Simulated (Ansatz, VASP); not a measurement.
## Two plane-wave programs on Be

```xyz
2
Lattice="2.2853 0.0000 0.0000 -1.1426 1.9791 0.0000 0.0000 0.0000 3.5842" Properties=species:S:1:pos:R:3 pbc="T T T"
Be    0.0000    1.3194    0.8961
Be    1.1427    0.6597    2.6882
```

Alike in both runs: task single point; functional PBE; k mesh 9 × 9 × 6; occupations gaussian, width 0.1 eV; no spin polarisation.

|  | VASP | Ansatz |
| --- | --- | --- |
| version | VASP 6.6.1 | Ansatz 0.2.0 |
| potentials or method | VASP PAW PBE potentials, release 64 (Be), cutoff 520 eV | scalar-relativistic, plane waves, PAW |
| valence electrons in the cell | 4 | 4 |

Ansatz gave:

```
gap on the k mesh at the Fermi level (eV)                     : none
pressure (GPa)                                                : -2.9
traceless stress, the component that is largest in VASP (GPa) : -1.66
```

Task: Estimate VASP's values.

Result: gap on the k mesh at the Fermi level (eV): none; pressure (GPa): -2.8; traceless stress, the component that is largest in VASP (GPa): -1.63.

A gap of «none» marks a metal or a gap that the smearing closes.
